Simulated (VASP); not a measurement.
A run of VASP 6.6.1 is set up as follows.

The input POSCAR:

```
TaN
1.0
    5.1960000000      0.0000000000      0.0000000000
   -2.5980000000      4.4998679981      0.0000000000
    0.0000000000      0.0000000000      2.9110000000
Ta N
3 3
Direct
    0.3333333333      0.6666666667      0.5000000000
    0.6666666667      0.3333333333      0.5000000000
    0.0000000000      0.0000000000      0.0000000000
    0.3928500000      0.0000000000      0.0000000000
    0.0000000000      0.3928500000      0.0000000000
    0.6071500000      0.6071500000      0.0000000000
```

INCAR.step1

```
SYSTEM = TaN
PREC = Accurate
ENCUT = 770
ISMEAR = 0
SIGMA = 0.1
LREAL = .False.
LASPH = .True.
NELM = 120
NBANDS = 36
GGA = PE
ALGO = Normal
EDIFF = 1E-5
LWAVE = .True.
LCHARG = .False.
GGA_COMPAT = .False.
```

The input INCAR.step2:

```
SYSTEM = TaN
PREC = Accurate
ENCUT = 770
EDIFF = 1E-6
ISMEAR = 0
SIGMA = 0.1
LREAL = .False.
LASPH = .True.
NELM = 120
ALGO = Normal
ISIF = 2
LWAVE = .False.
LCHARG = .False.
METAGGA = R2SCAN
LMIXTAU = .True.
NBANDS = 36
ISTART = 1
GGA_COMPAT = .False.
```

Contents of KPOINTS:

```
regular mesh
0
Gamma
  6 6 9
  0 0 0
```

Potentials or basis: VASP PAW PBE potentials, release 64 (Ta_sv_GW, N).

Command:

```sh
$ cat potpaw_PBE.64/Ta_sv_GW/POTCAR potpaw_PBE.64/N/POTCAR > POTCAR
$ cp INCAR.step1 INCAR
$ mpirun -np 1 vasp_std > vasp.out
$ cp INCAR.step2 INCAR
$ mpirun -np 1 vasp_std > vasp.out
```

Task: Estimate the largest force.

Result: 0.016 eV/Å.

Task: Estimate the band gap on the k mesh.

Result: Zero (bands 27 and 28 overlap by 3.09 eV).

Task: What does it give for the pressure?

Result: 0.5 GPa.

Stress tensor (GPa, compression positive):
```
0.64 0.00 0.00
0.00 0.64 0.00
0.00 0.00 0.13
```

Caveat: the PAW data sets were made with another functional, which shifts forces and pressure a little; spin-orbit coupling is left out, which moves the levels of the heavy elements.
